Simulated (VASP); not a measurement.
# MgI2 (Cm) in VASP: single point with PBEsol

Aim: the single point of MgI2 with PBEsol.

All numbers are computed with VASP 6.6.1; they aren't measurements. Logs are shortened: lines on timing, memory, paths and dates and some standing lists are left out, and cuts for length are marked.

### 1 The cell of the first run

Symmetry: Cm, No. 8, monoclinic system. The conventional cell has a = 7.194 Å, b = 4.154 Å, c = 6.862 Å, α = 90.00°, β = 90.00°, γ = 90.00°. Mg (site symmetry m) has 6 I at 2.63 to 3.22 Å within 3.5 Å. I (site symmetry m) has 3 Mg at 3.04 to 3.22 Å within 4.0 Å. Within 3.5 Å of I (site symmetry m) lie 3 Mg at 2.63 to 2.83 Å.

### 2 Single point, PBEsol (atom 1 (Mg) moved by (-0.150, +0.300) A along y and z)

File INCAR:

```
PREC = Accurate
ENCUT = 520
EDIFF = 1E-6
ISMEAR = 0
SIGMA = 0.05
LREAL = False
LASPH = True
NELM = 80
ALGO = Normal
ISIF = 2
LWAVE = False
LCHARG = False
GGA = PS
NBANDS = 15
```

File KPOINTS:

```
Automatic mesh
0
Gamma
  6 6 4
```

File POSCAR:

```
MgI2
1.0
    4.1537001214      0.0000000000      0.0000000000
   -2.0768500607      3.5972098248      0.0000000000
    0.0000000000      0.0000000000      6.8620000000
Mg I
1 2
Direct
   -0.0208494927     -0.0416989854      0.0437190324
    0.3333333333      0.6666666667      0.7576300000
    0.6666666667      0.3333333333      0.2423700000
```

Potentials or basis: VASP PAW PBE potentials, release 64 (Mg, I).

Launch:

```sh
$ cat potpaw_PBE.64/Mg/POTCAR potpaw_PBE.64/I/POTCAR > POTCAR
$ mpirun -np 1 vasp_std > vasp.out
```

OUTCAR:

```text
PREC = Accurate
   ENCUT = 520
   EDIFF = 1E-6
   ISMEAR = 0
   LREAL = False
   LASPH = True
   NELM = 80
   ISIF = 2
   GGA = PS

 ion  position               nearest neighbor table
   1  0.979  0.958  0.044-   3 2.63   3 2.83   3 2.83   2 3.04   2 3.04   2 3.22
   2  0.333  0.667  0.758-   1 3.04   1 3.04   1 3.22
   3  0.667  0.333  0.242-   1 2.63   1 2.83   1 2.83

  LATTYP: Found a hexagonal cell.
 ALAT       =     4.1537001214
 C/A-ratio  =     1.6520210413

  Lattice vectors:

 A1 = (   4.1537001214,   0.0000000000,   0.0000000000)
 A2 = (  -2.0768500607,   3.5972098248,   0.0000000000)
 A3 = (   0.0000000000,   0.0000000000,   6.8620000000)

Analysis of symmetry for initial positions (statically):
=====================================================================
 Subroutine PRICEL returns:
 Original cell was already a primitive cell.

 Routine SETGRP: Setting up the symmetry group for a
 hexagonal supercell.

 Subroutine GETGRP returns: Found  2 space group operations
 (whereof  2 operations were pure point group operations)
 out of a pool of 24 trial point group operations.

The static configuration has the point symmetry C_1h.

Analysis of symmetry for dynamics (positions and initial velocities):
=====================================================================
 Subroutine PRICEL returns:
 Original cell was already a primitive cell.

 Routine SETGRP: Setting up the symmetry group for a
 hexagonal supercell.

 Subroutine GETGRP returns: Found  2 space group operations
 (whereof  2 operations were pure point group operations)
 out of a pool of 24 trial point group operations.

The dynamic configuration has the point symmetry C_1h.

 Subroutine INISYM returns: Found  2 space group operations
 (whereof  2 operations are pure point group operations),
 and found     1 'primitive' translations

----------------------------------------------------------------------------------------

                                     Primitive cell

  volume of cell :     102.5302

  direct lattice vectors                    reciprocal lattice vectors
     4.153700121  0.000000000  0.000000000     0.240749205  0.138996618  0.000000000
    -2.076850061  3.597209825  0.000000000     0.000000000  0.277993236  0.000000000
     0.000000000  0.000000000  6.862000000     0.000000000  0.000000000  0.145730108

  length of vectors
     4.153700121  4.153700121  6.862000000     0.277993236  0.277993236  0.145730108

  position of ions in fractional coordinates (direct lattice)
     0.979150507  0.958301015  0.043719032
     0.333333333  0.666666667  0.757630000
     0.666666667  0.333333333  0.242370000

  ion indices of the primitive-cell ions
   primitive index   ion index
                 1           1
                 2           2
                 3           3

----------------------------------------------------------------------------------------

 KPOINTS: Automatic mesh

Automatic generation of k-mesh.
 Grid dimensions read from file:
 generate k-points for:    6    6    4

 Generating k-lattice:

  Cartesian coordinates                     Fractional coordinates (reciprocal lattice)
     0.040124867  0.023166103  0.000000000     0.166666667 -0.000000000  0.000000000
     0.000000000  0.046332206  0.000000000     0.000000000  0.166666667  0.000000000
     0.000000000  0.000000000  0.036432527     0.000000000  0.000000000  0.250000000

  Length of vectors
     0.046332206  0.046332206  0.036432527

  Shift w.r.t. Gamma in fractional coordinates (k-lattice)
     0.000000000  0.000000000  0.000000000

 Subroutine IBZKPT returns following result:
 ===========================================

 Found     47 irreducible k-points:

 Following reciprocal coordinates:
            Coordinates               Weight
  0.000000  0.000000  0.000000      1.000000
  0.166667  0.000000  0.000000      4.000000
  0.000000  0.166667  0.000000      2.000000
  0.333333  0.000000  0.000000      4.000000
  0.000000  0.333333  0.000000      2.000000
  0.500000  0.000000  0.000000      2.000000
[... 16 lines left out ...]
  0.500000  0.000000  0.250000      4.000000
  0.000000  0.500000  0.250000      2.000000
 [... further k-points ...]
   k-points           NKPTS =     47   k-points in BZ     NKDIM =     47   number of bands    NBANDS=     15
   number of dos      NEDOS =    301   number of ions     NIONS =      3
   total plane-waves  NPLWV =  55296
   dimension x,y,z NGX =    32 NGY =   32 NGZ =   54
   dimension x,y,z NGXF=    64 NGYF=   64 NGZF=  108
   ions per type =               1   2
   NGX,Y,Z   is equivalent  to a cutoff of  12.81, 12.81, 13.08 a.u.
   NGXF,Y,Z  is equivalent  to a cutoff of  25.62, 25.62, 26.17 a.u.
 SYSTEM =  unknown system
   PREC   = accura    normal or accurate (medium, high low for compatibility)
   ISTART =      0    job   : 0-new  1-cont  2-samecut
   ICHARG =      2    charge: 1-file 2-atom 10-const
   ISPIN  =      1    spin polarized calculation?
   LNONCOLLINEAR =      F non collinear calculations
   LSORBIT =      F    spin-orbit coupling
   LASPH  =      T    aspherical Exc in radial PAW
   ENCUT  =  520.0 eV  38.22 Ry    6.18 a.u.   7.72  7.72 12.76*2*pi/ulx,y,z
   NELM   =     80;   NELMIN=  2; NELMDL= -5     # of ELM steps
   EDIFF  = 0.1E-05   stopping-criterion for ELM
   LREAL  =      F    real-space projection
   EDIFFG = 0.1E-04   stopping-criterion for IOM
   NSW    =      0    number of steps for IOM
   IBRION =     -1    ionic relax: 0-MD 1-quasi-New 2-CG
   NFREE  =      0    steps in history (QN), initial steepest desc. (CG)
   ISIF   =      2    stress and relaxation
   ISYM   =      2    0-nonsym 1-usesym 2-fastsym
   POTIM  = 0.5000    time-step for ionic-motion
   TEBEG  =    0.0;   TEEND  =   0.0 temperature during run
   PSTRESS=    0.0 pullay stress
   NELECT =      16.0000    total number of electrons
   NUPDOWN=      -1.0000    fix difference up-down
   EMIN   =  10.00;   EMAX   =-10.00  energy-range for DOS
   EFERMI =   0.00;   METHOD = LEGACY
   ISMEAR =     0;   SIGMA  =   0.05  broadening in eV -4-tet -1-fermi 0-gaus
   EFERMI_NEDOS =   21; number of points for ismear=-14 and -15
   IALGO  =     38    algorithm
   IMIX   =      4    mixing-type and parameters
     AMIX     =   0.40;   BMIX     =  1.00
     AMIX_MAG =   1.60;   BMIX_MAG =  1.00
  volume/ion in A,a.u.               =      34.18       230.64
  Fermi-wavevector in a.u.,A,eV,Ry     =   0.881382  1.665571 10.569477  0.776835
  Thomas-Fermi vector in A             =   2.001871
   LORBIT       =      0    0 simple, 1 ext, 2 COOP (PROOUT), +10 PAW based schemes
   GGA     = PS    functional components
   LHFCALC =     F    Hartree Fock is set to
   AEXX    =    0.0000 exact exchange contribution
   IVDW    =     0    specifies the selected vdW correction
   LEPSILON=     F    determine dielectric tensor
   LRPA    =     F    only Hartree local field effects (RPA)
 non-spin polarized calculation
 Gauss-broadening in eV      SIGMA  =   0.05
  energy-cutoff  :      520.00
  volume of cell :      102.53
 maximum number of plane-waves:      2798
   NGX = 15   NGY = 15   NGZ = 25

 number of electron      16.0000001 magnetization

 Free energy of the ion-electron system (eV)
  ---------------------------------------------------
  ext. energy  EPLUGINS =         0.00000000
  ---------------------------------------------------
  free energy    TOTEN  =        -8.13054446 eV

  energy without entropy =       -8.13054446  energy(sigma->0) =       -8.13054446

 E-fermi :   3.0080     XC(G=0):  -8.3718

 val. band max:        2.7854443221   @ k =   0.0000   0.0000   0.0000
 cond. band min:       5.5597750590   @ k =   0.5000   0.0000   0.2500
 fundamental gap:      2.7743307368
 Fermi energy:         3.0079822488

 k-point     1 :       0.0000    0.0000    0.0000
  band No.  band energies     occupation
      1     -10.3614      2.00000
      2      -8.7777      2.00000
      3      -1.3966      2.00000
      4       0.9699      2.00000
      5       1.1837      2.00000
      6       2.2821      2.00000
      7       2.6749      2.00000
      8       2.7854      2.00000
      9       5.5746      0.00000
     10       6.9700      0.00000
     11       8.4173      0.00000
     12       8.6542      0.00000
     13       9.6603      0.00000
     14      10.4417      0.00000
     15      10.6076      0.00000

 k-point     2 :       0.1667    0.0000    0.0000
  band No.  band energies     occupation
      1     -10.2368      2.00000
      2      -8.6895      2.00000
      3      -1.2076      2.00000
      4       0.1659      2.00000
      5       0.8173      2.00000
      6       1.7809      2.00000
      7       2.1876      2.00000
      8       2.6195      2.00000
      9       6.4813      0.00000
     10       7.4697      0.00000
     11       8.1969      0.00000
     12       9.0961      0.00000
     13       9.3046      0.00000
     14      10.2741      0.00000
     15      10.5456      0.00000

 k-point     3 :       0.0000    0.1667    0.0000
  band No.  band energies     occupation
      1     -10.2346      2.00000
      2      -8.6909      2.00000
      3      -1.2111      2.00000
      4       0.0419      2.00000
      5       0.9421      2.00000
      6       1.8568      2.00000
      7       2.1950      2.00000
      8       2.5471      2.00000
      9       6.4987      0.00000
     10       7.5551      0.00000
     11       8.2003      0.00000
     12       8.9523      0.00000
     13       9.2251      0.00000
     14      10.2604      0.00000
     15      10.5755      0.00000

 k-point     4 :       0.3333    0.0000    0.0000
  band No.  band energies     occupation
      1      -9.9601      2.00000
      2      -8.5043      2.00000
      3      -1.3641      2.00000
      4      -0.5260      2.00000
      5       0.4344      2.00000
      6       0.5987      2.00000
      7       1.8188      2.00000
      8       2.3417      2.00000
      9       6.0118      0.00000
     10       7.3414      0.00000
     11       8.3622      0.00000
     12       9.3029      0.00000
     13       9.7966      0.00000
     14      10.6111      0.00000
     15      11.1576      0.00000
[... 307 lines left out ...]
 k-point    22 :       0.0000   -0.3333    0.2500
  band No.  band energies     occupation
      1      -9.9429      2.00000
      2      -8.5252      2.00000
      3      -1.5662      2.00000
      4      -0.4080      2.00000
      5       0.5698      2.00000
      6       0.7901      2.00000
      7       1.7324      2.00000
      8       2.2265      2.00000
      9       5.8921      0.00000
     10       7.4017      0.00000
     11       8.6125      0.00000
     12       9.5782      0.00000
     13       9.5941      0.00000
     14      10.3496      0.00000
     15      11.1801      0.00000

 k-point    23 :       0.5000    0.0000    0.2500
  band No.  band energies     occupation
      1      -9.8006      2.00000
      2      -8.4100      2.00000
      3      -1.9341      2.00000
      4      -0.5874      2.00000
      5       0.2949      2.00000
      6       0.6743      2.00000
      7       1.5856      2.00000
      8       2.1490      2.00000
      9       5.5598      0.00000
     10       6.8691      0.00000
     11       8.5219      0.00000
     12       8.8880      0.00000
     13       9.4918      0.00000
     14      10.9848      0.00000
     15      12.7999      0.00000

 k-point    24 :       0.0000    0.5000    0.2500
  band No.  band energies     occupation
      1      -9.7887      2.00000
      2      -8.4179      2.00000
      3      -2.0609      2.00000
      4      -0.5213      2.00000
      5       0.4003      2.00000
      6       0.6855      2.00000
      7       1.5827      2.00000
      8       2.0951      2.00000
      9       5.6094      0.00000
     10       6.9469      0.00000
     11       8.4538      0.00000
     12       8.9075      0.00000
     13       9.4608      0.00000
     14      10.9856      0.00000
     15      12.7654      0.00000

 [... further k-points ...]
[... 5 lines left out ...]
  --------------------------------------------------------------------------------------
  -------------------------------------------------------------------------------------
  Total        0.0476054      1.3458428     -0.0189058      0.0000000     -0.7418290      0.0000000
  in kB        0.7439008     21.0306786     -0.2954293      0.0000000    -11.5921175      0.0000000
  external PRESSURE =       7.1597167 kB  Pullay stress =       0.0000000 kB

 VOLUME and BASIS-vectors are now :
 -----------------------------------------------------------------------------
  energy-cutoff  :      520.00
  volume of cell :      102.53
      direct lattice vectors                 reciprocal lattice vectors
     4.153700121  0.000000000  0.000000000     0.240749205  0.138996618  0.000000000
    -2.076850061  3.597209825  0.000000000     0.000000000  0.277993236  0.000000000
     0.000000000  0.000000000  6.862000000     0.000000000  0.000000000  0.145730108

 POSITION                                       TOTAL-FORCE (eV/Angst)
 -----------------------------------------------------------------------------------
      2.07685      3.44721      0.30000        -0.000000      0.597611     -1.698427
     -0.00000      2.39814      5.19886         0.000000     -0.022386      0.703615
      2.07685      1.19907      1.66314         0.000000     -0.575225      0.994811
 -----------------------------------------------------------------------------------
    total drift:                               -0.000000      0.000101     -0.000205

  FREE ENERGIE OF THE ION-ELECTRON SYSTEM (eV)
  ---------------------------------------------------
  free  energy   TOTEN  =        -8.1305444607 eV

  energy  without entropy=       -8.1305444607  energy(sigma->0) =       -8.13054446
```

Run time: 60 s. Hardware: 1 thread of AMD EPYC 7R43 (Zen 3), shared host; peak memory 0.23 GiB.

What came out:

| Item | Value |
| --- | --- |
| Free energy | -8.1305 eV |
| Pressure | 0.7 GPa |
| Largest force | 1.800 eV/Å |
| Band gap on the k mesh | 2.77 eV, indirect (least direct gap 2.79 eV) |

Forces in eV/Å, atoms in the order of the input:
```
Mg   0.000  0.598 -1.698
I    0.000 -0.022  0.704
I    0.000 -0.575  0.995
```

Stress tensor (GPa, compression positive):
```
 0.07  0.00  0.00
 0.00  2.10 -1.16
 0.00 -1.16 -0.03
```

Caveat: the cell differs from its parent crystal (atom 1 (Mg) moved by (-0.150, +0.300) A along y and z); the PAW data sets were made with another functional, which shifts forces and pressure a little; spin-orbit coupling is left out, which moves the levels of the heavy elements; this functional lacks dispersion, which binds the layers, so the pressure and a relaxed spacing across them are unreliable. A k mesh can miss the band edges.
